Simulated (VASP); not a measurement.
# Te (C2/m) in VASP: notebook

Te is run at these levels: PBEsol+D3(BJ), PBEsol+D4, PBEsol; tasks: relaxation of cell and atoms, single point.

Everything below comes from runs of VASP 6.6.1. Logs are shortened: lines on timing, memory, paths and dates and some standing lists are left out, and cuts for length are marked.

**1. The cell of the first run**

Symmetry: C2/m, No. 12, monoclinic system. Conventional cell: a = 7.641 Å, b = 4.296 Å, c = 5.977 Å, α = 90.00°, β = 90.90°, γ = 90.00°. Within 4.1 Å of Te (site symmetry 2/m) lie 6 Te at 3.09 to 3.31 Å. Te (site symmetry m) has 6 Te at 3.03 to 3.47 Å within 4.0 Å.

**2. Relaxation of cell and atoms, PBEsol+D3(BJ)**

The input, INCAR:

```
PREC = Accurate
ENCUT = 600
EDIFF = 1E-7
ISMEAR = -1
SIGMA = 0.05
LREAL = False
LASPH = True
NELM = 80
ALGO = Normal
ISIF = 3
LWAVE = False
LCHARG = False
GGA = PS
IVDW = 12
IBRION = 2
NSW = 60
EDIFFG = -0.01
```

The input, KPOINTS:

```
regular mesh
0
Gamma
  7 7 5
```

The input, POSCAR:

```
Te
1.0
    3.8202894285     -2.1482026000      0.0000000000
    3.8202894285      2.1482026000      0.0000000000
   -0.0942908673      0.0000000000      5.9760906531
Te
3
Direct
    0.0000000000      0.0000000000      0.0000000000
    0.3094466100      0.3094466100      0.3388094900
    0.6905533900      0.6905533900      0.6611905100
```

Potentials or basis: VASP PAW PBE potentials, release 64 (Te).

Started as:

```sh
$ cat potpaw_PBE.64/Te/POTCAR > POTCAR
$ mpirun -np 1 vasp_std > vasp.out
```

OUTCAR:

```text
PREC = Accurate
   ENCUT = 600
   EDIFF = 1E-7
   ISMEAR = -1
   LREAL = False
   LASPH = True
   NELM = 80
   ISIF = 3
   GGA = PS
   IVDW = 12
   IBRION = 2
   NSW = 60
   EDIFFG = -0.01
 IVDW          = 12

 ion  position               nearest neighbor table
   1  0.000  0.000  0.000-   2 3.09   3 3.09   3 3.31   3 3.31   2 3.31   2 3.31
   2  0.309  0.309  0.339-   3 3.03   3 3.03   1 3.09   1 3.31   1 3.31   3 3.47
   3  0.691  0.691  0.661-   2 3.03   2 3.03   1 3.09   1 3.31   1 3.31   2 3.47

  LATTYP: Found a base centered monoclinic cell.
 ALAT       =     7.6405788570
 B/A-ratio  =     0.5623140969
 C/A-ratio  =     0.7822489081
 COS(beta)  =    -0.0157760547

  Lattice vectors:

 A1 = (   3.8202894285,  -2.1482026000,   0.0000000000)
 A2 = (   3.8202894285,   2.1482026000,   0.0000000000)
 A3 = (  -0.0942908673,   0.0000000000,   5.9760906531)

Analysis of symmetry for initial positions (statically):
=====================================================================
 Subroutine PRICEL returns:
 Original cell was already a primitive cell.

 Routine SETGRP: Setting up the symmetry group for a
 base centered monoclinic supercell.

 Subroutine GETGRP returns: Found  4 space group operations
 (whereof  4 operations were pure point group operations)
 out of a pool of  4 trial point group operations.

The static configuration has the point symmetry C_2h.

Analysis of symmetry for dynamics (positions and initial velocities):
=====================================================================
 Subroutine PRICEL returns:
 Original cell was already a primitive cell.

 Routine SETGRP: Setting up the symmetry group for a
 base centered monoclinic supercell.

 Subroutine GETGRP returns: Found  4 space group operations
 (whereof  4 operations were pure point group operations)
 out of a pool of  4 trial point group operations.

The dynamic configuration has the point symmetry C_2h.

 Subroutine INISYM returns: Found  4 space group operations
 (whereof  4 operations are pure point group operations),
 and found     1 'primitive' translations

----------------------------------------------------------------------------------------

                                     Primitive cell

  volume of cell :      98.0886

  direct lattice vectors                    reciprocal lattice vectors
     3.820289429 -2.148202600  0.000000000     0.130880136 -0.232752721  0.002065029
     3.820289429  2.148202600  0.000000000     0.130880136  0.232752721  0.002065029
    -0.094290867  0.000000000  5.976090653     0.000000000  0.000000000  0.167333472

  length of vectors
     4.382851324  4.382851324  5.976834468     0.267035023  0.267035023  0.167333472

  position of ions in fractional coordinates (direct lattice)
     0.000000000  0.000000000  0.000000000
     0.309446610  0.309446610  0.338809490
     0.690553390  0.690553390  0.661190510

  ion indices of the primitive-cell ions
   primitive index   ion index
                 1           1
                 2           2
                 3           3

----------------------------------------------------------------------------------------

 KPOINTS: regular mesh

Automatic generation of k-mesh.
 Grid dimensions read from file:
 generate k-points for:    7    7    5

 Generating k-lattice:

  Cartesian coordinates                     Fractional coordinates (reciprocal lattice)
     0.018697162 -0.033250389  0.000295004     0.142857143  0.000000000  0.000000000
     0.018697162  0.033250389  0.000295004     0.000000000  0.142857143  0.000000000
     0.000000000  0.000000000  0.033466694     0.000000000  0.000000000  0.200000000

  Length of vectors
     0.038147860  0.038147860  0.033466694

  Shift w.r.t. Gamma in fractional coordinates (k-lattice)
     0.000000000  0.000000000  0.000000000

 Subroutine IBZKPT returns following result:
 ===========================================

 Found     72 irreducible k-points:

 Following reciprocal coordinates:
            Coordinates               Weight
  0.000000  0.000000  0.000000      1.000000
  0.142857  0.000000  0.000000      4.000000
  0.285714  0.000000  0.000000      4.000000
  0.428571  0.000000  0.000000      4.000000
  0.142857  0.142857  0.000000      2.000000
  0.285714  0.142857  0.000000      4.000000
[... 16 lines left out ...]
 -0.142857 -0.000000  0.200000      4.000000
  0.142857  0.142857  0.200000      2.000000
 [... further k-points ...]
   k-points           NKPTS =     72   k-points in BZ     NKDIM =     72   number of bands    NBANDS=     13
   number of dos      NEDOS =    301   number of ions     NIONS =      3
   total plane-waves  NPLWV =  62208
   dimension x,y,z NGX =    36 NGY =   36 NGZ =   48
   dimension x,y,z NGXF=    72 NGYF=   72 NGZF=   96
   ions per type =               3
   NGX,Y,Z   is equivalent  to a cutoff of  13.66, 13.66, 13.35 a.u.
   NGXF,Y,Z  is equivalent  to a cutoff of  27.31, 27.31, 26.70 a.u.
 SYSTEM =  unknown system
   PREC   = accura    normal or accurate (medium, high low for compatibility)
   ISTART =      0    job   : 0-new  1-cont  2-samecut
   ICHARG =      2    charge: 1-file 2-atom 10-const
   ISPIN  =      1    spin polarized calculation?
   LNONCOLLINEAR =      F non collinear calculations
   LSORBIT =      F    spin-orbit coupling
   LASPH  =      T    aspherical Exc in radial PAW
   ENCUT  =  600.0 eV  44.10 Ry    6.64 a.u.   8.75  8.75 11.94*2*pi/ulx,y,z
   NELM   =     80;   NELMIN=  2; NELMDL= -5     # of ELM steps
   EDIFF  = 0.1E-06   stopping-criterion for ELM
   LREAL  =      F    real-space projection
   EDIFFG = -.1E-01   stopping-criterion for IOM
   NSW    =     60    number of steps for IOM
   IBRION =      2    ionic relax: 0-MD 1-quasi-New 2-CG
   NFREE  =      1    steps in history (QN), initial steepest desc. (CG)
   ISIF   =      3    stress and relaxation
   ISYM   =      2    0-nonsym 1-usesym 2-fastsym
   POTIM  = 0.5000    time-step for ionic-motion
   TEBEG  =    0.0;   TEEND  =   0.0 temperature during run
   PSTRESS=    0.0 pullay stress
   NELECT =      18.0000    total number of electrons
   NUPDOWN=      -1.0000    fix difference up-down
   EMIN   =  10.00;   EMAX   =-10.00  energy-range for DOS
   EFERMI =   0.00;   METHOD = LEGACY
   ISMEAR =    -1;   SIGMA  =   0.05  broadening in eV -4-tet -1-fermi 0-gaus
   EFERMI_NEDOS =   21; number of points for ismear=-14 and -15
   IALGO  =     38    algorithm
   IMIX   =      4    mixing-type and parameters
     AMIX     =   0.40;   BMIX     =  1.00
     AMIX_MAG =   1.60;   BMIX_MAG =  1.00
  volume/ion in A,a.u.               =      32.70       220.64
  Fermi-wavevector in a.u.,A,eV,Ry     =   0.930307  1.758025 11.775440  0.865470
  Thomas-Fermi vector in A             =   2.056681
   LORBIT       =      0    0 simple, 1 ext, 2 COOP (PROOUT), +10 PAW based schemes
   GGA     = PS    functional components
   LHFCALC =     F    Hartree Fock is set to
   AEXX    =    0.0000 exact exchange contribution
   IVDW    =    12    specifies the selected vdW correction
   LEPSILON=     F    determine dielectric tensor
   LRPA    =     F    only Hartree local field effects (RPA)
 conjugate gradient relaxation of ions
 non-spin polarized calculation
  energy-cutoff  :      600.00
  volume of cell :       98.09
 maximum number of plane-waves:      3293
   NGX = 17   NGY = 17   NGZ = 23

--------------------------------------- Ionic step        1  -------------------------------------------

 number of electron      18.0000000 magnetization

 Free energy of the ion-electron system (eV)
  ---------------------------------------------------
  ext. energy  EPLUGINS =         0.00000000
  ---------------------------------------------------
  free energy    TOTEN  =       -10.47704687 eV

  energy without entropy =      -10.46966625  energy(sigma->0) =      -10.47335656

------------------------ aborting loop because EDIFF is reached ----------------------------------------

 Edisp (eV)   -1.27251

 E8    (eV) :    -0.8648

  FORCE on cell =-STRESS in cart. coord.  units (eV):
  Direction    XX          YY          ZZ          XY          YZ          ZX
  --------------------------------------------------------------------------------------
  -------------------------------------------------------------------------------------
  Total      -2.40066    -2.27019    -2.52837     0.00000     0.00000    -0.00877
  in kB     -39.21236   -37.08125   -41.29830     0.00000     0.00000    -0.14332
  external pressure =      -39.20 kB  Pullay stress =        0.00 kB
[... 100 lines left out ...]
  FREE ENERGIE OF THE ION-ELECTRON SYSTEM (eV)
  ---------------------------------------------------
  free  energy   TOTEN  =       -11.8433786441 eV

  energy  without entropy=      -11.8354427601  energy(sigma->0) =      -11.83941070

[... ionic steps 4 to 11 ...]

--------------------------------------- Ionic step       12  -------------------------------------------

 number of electron      18.0000000 magnetization

------------------------ aborting loop because EDIFF is reached ----------------------------------------

 Edisp (eV)   -1.40087

 E8    (eV) :    -0.9513
[... 71 lines left out ...]
  energy  without entropy=      -11.8658776328  energy(sigma->0) =      -11.87088226

--------------------------------------- Ionic step       14  -------------------------------------------

 number of electron      18.0000000 magnetization

 Free energy of the ion-electron system (eV)
  ---------------------------------------------------
  ext. energy  EPLUGINS =         0.00000000
  ---------------------------------------------------
  free energy    TOTEN  =       -10.47582801 eV

  energy without entropy =      -10.46577378  energy(sigma->0) =      -10.47080090

 E-fermi :   7.5588     XC(G=0):  -9.8589

 val. band max:        7.5547530832   @ k =   0.4286   0.2857   0.2000
 cond. band min:       7.5892339388   @ k =   0.0000   0.0000   0.4000
 fundamental gap:      0.0344808556
 Fermi energy:         7.5587536202

 k-point     1 :       0.0000    0.0000    0.0000
  band No.  band energies     occupation
      1      -6.7793      2.00000
      2      -3.2298      2.00000
      3      -3.1749      2.00000
      4       5.0856      2.00000
      5       5.1237      2.00000
      6       5.4183      2.00000
      7       5.5176      2.00000
      8       5.6864      2.00000
      9       5.7521      2.00000
     10       8.7361      0.00000
     11       8.7440      0.00000
     12       9.4575      0.00000
     13      12.2213      0.00000
[... 353 lines left out ...]
 k-point    24 :       0.1429    0.1429    0.2000
  band No.  band energies     occupation
      1      -6.4375      2.00000
      2      -4.3018      2.00000
      3      -2.0008      2.00000
      4       3.3529      2.00000
      5       4.7392      2.00000
      6       4.8543      2.00000
      7       5.4815      2.00000
      8       5.7153      2.00000
      9       6.1954      2.00000
     10       8.7848      0.00000
     11       9.0211      0.00000
     12       9.5142      0.00000
     13      11.7144      0.00000

 [... further k-points ...]

------------------------ aborting loop because EDIFF is reached ----------------------------------------

 Edisp (eV)   -1.40007

 E8    (eV) :    -0.9507

  FORCE on cell =-STRESS in cart. coord.  units (eV):
  Direction    XX          YY          ZZ          XY          YZ          ZX
  --------------------------------------------------------------------------------------
  -------------------------------------------------------------------------------------
  Total       0.00157    -0.00309    -0.02059     0.00000     0.00000     0.00034
  in kB       0.02830    -0.05563    -0.37023     0.00000     0.00000     0.00609
  external pressure =       -0.13 kB  Pullay stress =        0.00 kB
[... 18 lines left out ...]
  FREE ENERGIE OF THE ION-ELECTRON SYSTEM (eV)
  ---------------------------------------------------
  free  energy   TOTEN  =       -11.8759019044 eV

  energy  without entropy=      -11.8658476665  energy(sigma->0) =      -11.87087479

 reached required accuracy - stopping structural energy minimisation
```

It took 24 min on 1 thread of AMD EPYC, shared host; peak memory 0.29 GiB.

Results:

```yaml
Free_energy: -11.8759 eV
Relaxed_volume: 29.70 Å³/atom
Relaxed_cell: a = 4.172 Å, b = 4.172 Å, c = 5.940 Å, α = 90.30°, β = 90.30°, γ = 59.55°
Space_group_after_relaxing_to_0.1_Å: C2/m (No. 12)
Energy_gained_by_relaxing: 42.1 meV/atom
Ionic_steps: 14
Pressure_after_relaxing: 0.0 GPa
Largest_force_after_relaxing: 0.008 eV/Å
Band_gap_on_the_k_mesh: zero (bands 9 and 10 overlap by 0.03 eV)
Dispersion_energy_per_atom: -0.467 eV
```

Forces on the atoms (eV/Å):
```
Te   0.000  0.000  0.000
Te   0.002  0.000 -0.008
Te  -0.002  0.000  0.008
```

Step by step:
```
step  energy change (eV)  largest force (eV/Å)  pressure (GPa)  volume (Å³)
   1              0.0000                0.0957           -3.92        98.09
   2             -0.0602                0.4607            2.98        87.17
   3             -0.0938                0.3184            0.02        90.99
   4             -0.1051                0.2521            0.03        90.58
   5             -0.1233                0.0916            0.14        89.33
   6             -0.1248                0.0558            0.21        88.88
   7             -0.1241                0.0047           -0.40        89.60
   8             -0.1260                0.0265           -0.06        89.19
   9             -0.1261                0.0210            0.07        89.01
  10             -0.1261                0.0210            0.07        89.01
  11             -0.1262                0.0156            0.05        89.02
  12             -0.1263                0.0102            0.02        89.05
  13             -0.1263                0.0106            0.02        89.06
  14             -0.1263                0.0083           -0.01        89.10
```

Final structure:
```yaml
crystal:
  lattice:
    - [3.62073, -2.07162, 0.01649]
    - [3.62073, 2.07162, 0.01649]
    - [-0.06271, 0.00000, 5.93940]
  atoms:
    - { symbol: Te, position: [0.00000, 0.00000, 0.00000] }
    - { symbol: Te, position: [0.32074, 0.32074, 0.33504] }
    - { symbol: Te, position: [0.67926, 0.67926, 0.66496] }
```

Caveat: the PAW data sets were made with another functional, which shifts forces and pressure a little; spin-orbit coupling is left out, which moves the levels of the heavy elements.

(Part 1 of 3 ends here.)
